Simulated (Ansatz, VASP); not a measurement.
One calculation of KI, two programs

The input POSCAR:

```
KI
1.0
    0.0000000000      3.2425860000      3.2425860000
    3.2425860000      0.0000000000      3.2425860000
    3.2425860000      3.2425860000      0.0000000000
K I
1 1
Direct
    0.0000000000      0.0000000000      0.0000000000
    0.5000000000      0.5000000000      0.5000000000
```

File INCAR.step1:

```
ALGO = Normal
EDIFF = 1E-4
ENCUT = 520
GGA = PE
ISMEAR = 0
LASPH = T
LCHARG = F
LREAL = F
LWAVE = T
NBANDS = 15
NELM = 80
PREC = Accurate
SIGMA = 0.05
```

File INCAR.step2:

```
ALGO = Normal
EDIFF = 1E-6
ENCUT = 520
ISIF = 2
ISMEAR = 0
ISTART = 1
LASPH = T
LCHARG = F
LMIXTAU = T
LREAL = F
LWAVE = F
METAGGA = R2SCAN
NBANDS = 15
NELM = 80
PREC = Accurate
SIGMA = 0.05
```

Contents of KPOINTS:

```
k-points
0
Gamma
  6 6 6
```

Input for Ansatz:

```yaml
crystal:
  lattice:
    - [0.0, 3.242586, 3.242586]
    - [3.242586, 0.0, 3.242586]
    - [3.242586, 3.242586, 0.0]
  atoms:
    - { symbol: K, position: [0.0, 0.0, 0.0] }
    - { symbol: I, position: [0.5, 0.5, 0.5] }
basis:
  ecutwfc: 500
kpoints:
  mp_grid: { grid: [6, 6, 6] }
hamiltonian:
  xc: r2scan
scf:
  occupations: { method: gaussian, width: 0.05 }
output:
  forces: true
  stress: true
  eigenvalues: true
```

Change from the starting cell: strain -0.080 along x and y, -0.080 along z, atoms carried along.

Alike in both runs: task single point; functional r2SCAN; k mesh 6 × 6 × 6; occupations gaussian, width 0.05 eV; no spin polarisation.

|  | VASP | Ansatz |
| --- | --- | --- |
| version | VASP 6.6.1 | Ansatz 0.2.0 |
| potentials or method | VASP PAW PBE potentials, release 64 (K_sv, I), cutoff 520 eV | scalar-relativistic, plane waves, PAW |
| valence electrons in the cell | 16 | 26 |

|  | VASP | Ansatz | Ansatz less VASP |
| --- | --- | --- | --- |
| gap on the k mesh at the Fermi level (eV) | 4.78 | 4.79 | +0.011 |
| least direct gap on the mesh (eV) | 5.31 | 5.32 | +0.008 |
| pressure (GPa) | 6.5 | 6.4 | -0.06 |

VASP's potentials were made for PBE, not for r2SCAN. With one functional, cell and mesh, what is left measures potentials, basis and numerics. VASP's potentials hold 16 valence electrons a cell and Ansatz's 26, so a difference there can come from the potentials and not from the codes.

Neither program's run includes spin-orbit coupling.
